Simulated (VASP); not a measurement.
# BP (F-43m) in VASP: further runs

The runs below take BP through relaxation of cell and atoms, single point, with PBE.

Program: VASP 6.6.1. These are calculated values, not measurements. Logs are shortened: lines on timing, memory, paths and dates and some standing lists are left out, and cuts for length are marked.

### Step 1. The cell of the first run

The structure is cubic, space group F-43m (No. 216). The conventional cell has a = 4.548 Å, b = 4.548 Å, c = 4.548 Å, α = 90.00°, β = 90.00°, γ = 90.00°. B (site symmetry -43m) has 4 P at 1.97 Å within 2.6 Å. Within 2.6 Å of P (site symmetry -43m) lie 4 B at 1.97 Å.

### Step 2. Relaxation of cell and atoms, PBE

Contents of INCAR:

```
  PREC = Accurate
  ENCUT = 600
  EDIFF = 1E-7
  ISMEAR = 0
  SIGMA = 0.01
  LREAL = F
  LASPH = T
  NELM = 100
  ALGO = Normal
  ISIF = 3
  LWAVE = F
  LCHARG = F
  GGA = PE
  IBRION = 2
  NSW = 80
  EDIFFG = -0.001
```

Contents of KPOINTS:

```
Automatic mesh
0
Gamma
  10 10 10
```

Contents of POSCAR:

```
BP
1.0
    0.0000000000      2.2741519229      2.2741519229
    2.2741519229      0.0000000000      2.2741519229
    2.2741519229      2.2741519229      0.0000000000
B P
1 1
Direct
    0.0000000000      0.0000000000      0.0000000000
    0.2500000000      0.2500000000      0.2500000000
```

Potentials or basis: VASP PAW PBE potentials, release 64 (B, P).

The run is started by

```
$ cat potpaw_PBE.64/B/POTCAR potpaw_PBE.64/P/POTCAR > POTCAR
$ mpirun -np 1 vasp_std > vasp.out
```

OUTCAR:

```text
PREC = Accurate
   ENCUT = 600
   EDIFF = 1E-7
   ISMEAR = 0
   LREAL = F
   LASPH = T
   NELM = 100
   ISIF = 3
   GGA = PE
   IBRION = 2
   NSW = 80
   EDIFFG = -0.001

 ion  position               nearest neighbor table
   1  0.000  0.000  0.000-   2 1.97   2 1.97   2 1.97   2 1.97
   2  0.250  0.250  0.250-   1 1.97   1 1.97   1 1.97   1 1.97

  LATTYP: Found a face centered cubic cell.
 ALAT       =     4.5483038458

  Lattice vectors:

 A1 = (   0.0000000000,   2.2741519229,   2.2741519229)
 A2 = (   2.2741519229,   0.0000000000,   2.2741519229)
 A3 = (   2.2741519229,   2.2741519229,   0.0000000000)

Analysis of symmetry for initial positions (statically):
=====================================================================
 Subroutine PRICEL returns:
 Original cell was already a primitive cell.

 Routine SETGRP: Setting up the symmetry group for a
 face centered cubic supercell.

 Subroutine GETGRP returns: Found 24 space group operations
 (whereof 24 operations were pure point group operations)
 out of a pool of 48 trial point group operations.

The static configuration has the point symmetry T_d .

Analysis of symmetry for dynamics (positions and initial velocities):
=====================================================================
 Subroutine PRICEL returns:
 Original cell was already a primitive cell.

 Routine SETGRP: Setting up the symmetry group for a
 face centered cubic supercell.

 Subroutine GETGRP returns: Found 24 space group operations
 (whereof 24 operations were pure point group operations)
 out of a pool of 48 trial point group operations.

The dynamic configuration has the point symmetry T_d .

 Subroutine INISYM returns: Found 24 space group operations
 (whereof 24 operations are pure point group operations),
 and found     1 'primitive' translations

----------------------------------------------------------------------------------------

                                     Primitive cell

  volume of cell :      23.5228

  direct lattice vectors                    reciprocal lattice vectors
     0.000000000  2.274151923  2.274151923    -0.219862180  0.219862180  0.219862180
     2.274151923  0.000000000  2.274151923     0.219862180 -0.219862180  0.219862180
     2.274151923  2.274151923  0.000000000     0.219862180  0.219862180 -0.219862180

  length of vectors
     3.216136492  3.216136492  3.216136492     0.380812467  0.380812467  0.380812467

  position of ions in fractional coordinates (direct lattice)
     0.000000000  0.000000000  0.000000000
     0.250000000  0.250000000  0.250000000

  ion indices of the primitive-cell ions
   primitive index   ion index
                 1           1
                 2           2

----------------------------------------------------------------------------------------

 KPOINTS: Automatic mesh

Automatic generation of k-mesh.
 Grid dimensions read from file:
 generate k-points for:   10   10   10

 Generating k-lattice:

  Cartesian coordinates                     Fractional coordinates (reciprocal lattice)
    -0.021986218  0.021986218  0.021986218     0.100000000  0.000000000  0.000000000
     0.021986218 -0.021986218  0.021986218     0.000000000  0.100000000  0.000000000
     0.021986218  0.021986218 -0.021986218     0.000000000  0.000000000  0.100000000

  Length of vectors
     0.038081247  0.038081247  0.038081247

  Shift w.r.t. Gamma in fractional coordinates (k-lattice)
     0.000000000  0.000000000  0.000000000

 Subroutine IBZKPT returns following result:
 ===========================================

 Found     47 irreducible k-points:

 Following reciprocal coordinates:
            Coordinates               Weight
  0.000000  0.000000  0.000000      1.000000
  0.100000  0.000000  0.000000      8.000000
  0.200000  0.000000  0.000000      8.000000
  0.300000  0.000000  0.000000      8.000000
  0.400000  0.000000  0.000000      8.000000
  0.500000  0.000000  0.000000      4.000000
[... 16 lines left out ...]
  0.300000  0.300000  0.000000      6.000000
  0.400000  0.300000  0.000000     24.000000
 [... further k-points ...]
   k-points           NKPTS =     47   k-points in BZ     NKDIM =     47   number of bands    NBANDS=      8
   number of dos      NEDOS =    301   number of ions     NIONS =      2
   total plane-waves  NPLWV =  21952
   dimension x,y,z NGX =    28 NGY =   28 NGZ =   28
   dimension x,y,z NGXF=    56 NGYF=   56 NGZF=   56
   ions per type =               1   1
   NGX,Y,Z   is equivalent  to a cutoff of  14.47, 14.47, 14.47 a.u.
   NGXF,Y,Z  is equivalent  to a cutoff of  28.95, 28.95, 28.95 a.u.
 SYSTEM =  unknown system
   PREC   = accura    normal or accurate (medium, high low for compatibility)
   ISTART =      0    job   : 0-new  1-cont  2-samecut
   ICHARG =      2    charge: 1-file 2-atom 10-const
   ISPIN  =      1    spin polarized calculation?
   LNONCOLLINEAR =      F non collinear calculations
   LSORBIT =      F    spin-orbit coupling
   LASPH  =      T    aspherical Exc in radial PAW
   ENCUT  =  600.0 eV  44.10 Ry    6.64 a.u.   6.42  6.42  6.42*2*pi/ulx,y,z
   NELM   =    100;   NELMIN=  2; NELMDL= -5     # of ELM steps
   EDIFF  = 0.1E-06   stopping-criterion for ELM
   LREAL  =      F    real-space projection
   EDIFFG = -.1E-02   stopping-criterion for IOM
   NSW    =     80    number of steps for IOM
   IBRION =      2    ionic relax: 0-MD 1-quasi-New 2-CG
   NFREE  =      1    steps in history (QN), initial steepest desc. (CG)
   ISIF   =      3    stress and relaxation
   ISYM   =      2    0-nonsym 1-usesym 2-fastsym
   POTIM  = 0.5000    time-step for ionic-motion
   TEBEG  =    0.0;   TEEND  =   0.0 temperature during run
   PSTRESS=    0.0 pullay stress
   NELECT =       8.0000    total number of electrons
   NUPDOWN=      -1.0000    fix difference up-down
   EMIN   =  10.00;   EMAX   =-10.00  energy-range for DOS
   EFERMI =   0.00;   METHOD = LEGACY
   ISMEAR =     0;   SIGMA  =   0.01  broadening in eV -4-tet -1-fermi 0-gaus
   EFERMI_NEDOS =   21; number of points for ismear=-14 and -15
   IALGO  =     38    algorithm
   IMIX   =      4    mixing-type and parameters
     AMIX     =   0.40;   BMIX     =  1.00
     AMIX_MAG =   1.60;   BMIX_MAG =  1.00
  volume/ion in A,a.u.               =      11.76        79.37
  Fermi-wavevector in a.u.,A,eV,Ry     =   1.142726  2.159439 17.766789  1.305822
  Thomas-Fermi vector in A             =   2.279423
   LORBIT       =      0    0 simple, 1 ext, 2 COOP (PROOUT), +10 PAW based schemes
   GGA     = PE    functional components
   LHFCALC =     F    Hartree Fock is set to
   AEXX    =    0.0000 exact exchange contribution
   IVDW    =     0    specifies the selected vdW correction
   LEPSILON=     F    determine dielectric tensor
   LRPA    =     F    only Hartree local field effects (RPA)
 conjugate gradient relaxation of ions
 non-spin polarized calculation
 Gauss-broadening in eV      SIGMA  =   0.01
  energy-cutoff  :      600.00
  volume of cell :       23.52
 maximum number of plane-waves:       801
 NGX is ok and might be reduce to    28
   NGX = 13   NGY = 13   NGZ = 13

--------------------------------------- Ionic step        1  -------------------------------------------

 number of electron       8.0000000 magnetization

 Free energy of the ion-electron system (eV)
  ---------------------------------------------------
  ext. energy  EPLUGINS =         0.00000000
  ---------------------------------------------------
  free energy    TOTEN  =       -12.93247196 eV

  energy without entropy =      -12.93247196  energy(sigma->0) =      -12.93247196

------------------------ aborting loop because EDIFF is reached ----------------------------------------

  FORCE on cell =-STRESS in cart. coord.  units (eV):
  Direction    XX          YY          ZZ          XY          YZ          ZX
  --------------------------------------------------------------------------------------
  -------------------------------------------------------------------------------------
  Total       -0.0309771     -0.0309771     -0.0309771     -0.0000000      0.0000000     -0.0000000
  in kB       -2.1099055     -2.1099055     -2.1099055     -0.0000000      0.0000000     -0.0000000
  external PRESSURE =      -2.1099055 kB  Pullay stress =       0.0000000 kB
[... 57 lines left out ...]
  energy  without entropy=      -12.9324833963  energy(sigma->0) =      -12.93248340

--------------------------------------- Ionic step        3  -------------------------------------------

 number of electron       8.0000000 magnetization

 Free energy of the ion-electron system (eV)
  ---------------------------------------------------
  ext. energy  EPLUGINS =         0.00000000
  ---------------------------------------------------
  free energy    TOTEN  =       -12.93249318 eV

  energy without entropy =      -12.93249318  energy(sigma->0) =      -12.93249318

 E-fermi :   7.4148     XC(G=0): -10.8837

 val. band max:        7.3680061543   @ k =   0.0000   0.0000   0.0000
 cond. band min:       8.6147825350   @ k =   0.4000   0.4000   0.0000
 fundamental gap:      1.2467763806
 Fermi energy:         7.4148369537

 k-point     1 :       0.0000    0.0000    0.0000
  band No.  band energies     occupation
      1      -8.0434      2.00000
      2       7.3680      2.00000
      3       7.3680      2.00000
      4       7.3680      2.00000
      5      10.7607      0.00000
      6      10.7607      0.00000
      7      10.7607      0.00000
      8      14.6597      0.00000
[... 243 lines left out ...]
 k-point    24 :       0.4000    0.3000    0.0000
  band No.  band energies     occupation
      1      -5.1183      2.00000
      2       1.2199      2.00000
      3       3.3399      2.00000
      4       3.8698      2.00000
      5       9.1839      0.00000
      6      10.9928      0.00000
      7      16.8073      0.00000
      8      16.8211      0.00000

 [... further k-points ...]
[... 5 lines left out ...]
  --------------------------------------------------------------------------------------
  -------------------------------------------------------------------------------------
  Total        0.0012289      0.0012289      0.0012289      0.0000000      0.0000000      0.0000000
  in kB        0.0838126      0.0838126      0.0838126      0.0000000      0.0000000      0.0000000
  external PRESSURE =       0.0838126 kB  Pullay stress =       0.0000000 kB
[... 17 lines left out ...]
  FREE ENERGIE OF THE ION-ELECTRON SYSTEM (eV)
  ---------------------------------------------------
  free  energy   TOTEN  =       -12.9324931795 eV

  energy  without entropy=      -12.9324931795  energy(sigma->0) =      -12.93249318

 reached required accuracy - stopping structural energy minimisation
```

Run time: 22 s. Hardware: 1 thread of Intel Xeon Platinum 8259CL at 2.50GHz (Skylake/Cascade Lake), shared host; peak memory 0.15 GiB.

What came out:

- Free energy: -12.9325 eV
- Relaxed volume: 11.75 Å³/atom
- Relaxed cell: a = 3.215 Å, b = 3.215 Å, c = 3.215 Å, α = 60.00°, β = 60.00°, γ = 60.00°
- Space group after relaxing (to 0.05 Å): F-43m (No. 216)
- Energy gained by relaxing: 0.0 meV/atom
- Ionic steps: 3
- Pressure after relaxing: 0.0 GPa
- Band gap on the k mesh: 1.25 eV, indirect (least direct gap 3.39 eV)

Final structure:
```yaml
crystal:
  lattice:
    - [0.00000, 2.27313, 2.27313]
    - [2.27313, 0.00000, 2.27313]
    - [2.27313, 2.27313, 0.00000]
  atoms:
    - { symbol: B, position: [0.00000, 0.00000, 0.00000] }
    - { symbol: P, position: [0.25000, 0.25000, 0.25000] }
```

### Step 3. Single point, PBE (strained)

Contents of INCAR:

```
SYSTEM = BP
  PREC = Accurate
  ENCUT = 520
  EDIFF = 1E-7
  ISMEAR = 0
  SIGMA = 0.02
  LREAL = .FALSE.
  LASPH = .TRUE.
  NELM = 80
  ALGO = Normal
  ISIF = 2
  LWAVE = .FALSE.
  LCHARG = .FALSE.
  GGA = PE
  NBANDS = 11
```

Contents of KPOINTS:

```
Automatic mesh
0
G
  10 10 10
  0 0 0
```

Contents of POSCAR:

```
BP
1.0
    0.0000000000      2.2574961700      2.2574961700
    2.2574961700      0.0000000000      2.2574961700
    2.2574961700      2.2574961700      0.0000000000
B P
1 1
Direct
    0.0000000000      0.0000000000      0.0000000000
    0.7500000000      0.7500000000      0.7500000000
```

Potentials or basis: VASP PAW PBE potentials, release 64 (B, P).

The run is started by

```
$ cat potpaw_PBE.64/B/POTCAR potpaw_PBE.64/P/POTCAR > POTCAR
$ mpirun -np 1 vasp_std > vasp.out
```

OUTCAR:

```text
SYSTEM = BP
   PREC = Accurate
   ENCUT = 520
   EDIFF = 1E-7
   ISMEAR = 0
   LREAL = .FALSE.
   LASPH = .TRUE.
   NELM = 80
   ISIF = 2
   GGA = PE

 ion  position               nearest neighbor table
   1  0.000  0.000  0.000-   2 1.96   2 1.96   2 1.96   2 1.96
   2  0.750  0.750  0.750-   1 1.96   1 1.96   1 1.96   1 1.96

  LATTYP: Found a face centered cubic cell.
 ALAT       =     4.5149923400

  Lattice vectors:

 A1 = (   0.0000000000,   2.2574961700,   2.2574961700)
 A2 = (   2.2574961700,   0.0000000000,   2.2574961700)
 A3 = (   2.2574961700,   2.2574961700,   0.0000000000)
[... 512 lines left out ...]
      7      17.1986      0.00000
      8      17.2064      0.00000
      9      21.7948      0.00000
     10      22.9635      0.00000
     11      24.8931      0.00000

 [... further k-points ...]
[... 5 lines left out ...]
  --------------------------------------------------------------------------------------
  -------------------------------------------------------------------------------------
  Total        0.5018999      0.5018999      0.5018999      0.0000000     -0.0000000      0.0000000
  in kB       34.9475437     34.9475437     34.9475437      0.0000000     -0.0000000      0.0000000
  external PRESSURE =      34.9475437 kB  Pullay stress =       0.0000000 kB

 VOLUME and BASIS-vectors are now :
 -----------------------------------------------------------------------------
  energy-cutoff  :      520.00
  volume of cell :       23.01
      direct lattice vectors                 reciprocal lattice vectors
     0.000000000  2.257496170  2.257496170    -0.221484318  0.221484318  0.221484318
     2.257496170  0.000000000  2.257496170     0.221484318 -0.221484318  0.221484318
     2.257496170  2.257496170  0.000000000     0.221484318  0.221484318 -0.221484318

 POSITION                                       TOTAL-FORCE (eV/Angst)
 -----------------------------------------------------------------------------------
      0.00000      0.00000      0.00000        -0.000000     -0.000000     -0.000000
      3.38624      3.38624      3.38624         0.000000      0.000000      0.000000
 -----------------------------------------------------------------------------------
    total drift:                               -0.000000     -0.000000     -0.000000

  FREE ENERGIE OF THE ION-ELECTRON SYSTEM (eV)
  ---------------------------------------------------
  free  energy   TOTEN  =       -12.9255021572 eV

  energy  without entropy=      -12.9255021572  energy(sigma->0) =      -12.92550216
```

OSZICAR:

```text
N       E                     dE             d eps       ncg     rms          rms(c)
DAV:   1     0.931120049787E+01    0.93112E+01   -0.40564E+03  1034   0.657E+02
DAV:   2    -0.130697772604E+02   -0.22381E+02   -0.21166E+02  1426   0.108E+02
DAV:   3    -0.136637412600E+02   -0.59396E+00   -0.59274E+00  1296   0.156E+01
DAV:   4    -0.136659531437E+02   -0.22119E-02   -0.22117E-02  1167   0.115E+00
DAV:   5    -0.136659648660E+02   -0.11722E-04   -0.11722E-04  1278   0.811E-02    0.737E+00
DAV:   6    -0.130285693597E+02    0.63740E+00   -0.14339E+00  1166   0.522E+00    0.397E+00
DAV:   7    -0.129329557194E+02    0.95614E-01   -0.24795E-01  1283   0.248E+00    0.135E+00
DAV:   8    -0.129249741380E+02    0.79816E-02   -0.27147E-02  1227   0.947E-01    0.198E-01
DAV:   9    -0.129252958119E+02   -0.32167E-03   -0.70920E-04  1201   0.181E-01    0.128E-01
DAV:  10    -0.129254906528E+02   -0.19484E-03   -0.24473E-04  1169   0.985E-02    0.285E-02
DAV:  11    -0.129255012619E+02   -0.10609E-04   -0.11458E-05  1318   0.224E-02    0.345E-02
DAV:  12    -0.129255022164E+02   -0.95451E-06   -0.45774E-06  1157   0.105E-02    0.149E-02
DAV:  13    -0.129255020933E+02    0.12306E-06   -0.12845E-07   971   0.232E-03    0.631E-03
DAV:  14    -0.129255021572E+02   -0.63831E-07   -0.45715E-08   595   0.120E-03
   1 F= -.12925502E+02 E0= -.12925502E+02  d E =-.835318E-32
```

stdout:

```text
POSCAR found type information on POSCAR B P
 POSCAR found :  2 types and       2 ions
 scaLAPACK will be used
 LDA part: xc-table for (Slater+PW92), standard interpolation
 POSCAR, INCAR and KPOINTS ok, starting setup
 FFT: planning ... GRIDC
 FFT: planning ... GRID_SOFT
 FFT: planning ... GRID
 WAVECAR not read
 entering main loop
```

Wall time 11 s (1 thread of AMD EPYC 7R43 (Zen 3), shared host); peak memory 0.1 GiB.

What came out:

```
Free energy            : -12.9255 eV
Pressure               : 3.5 GPa
Band gap on the k mesh : 1.22 eV, indirect (least direct gap 3.42 eV)
```

Caveat: the cell differs from its parent crystal (strained). A k mesh can miss the band edges.
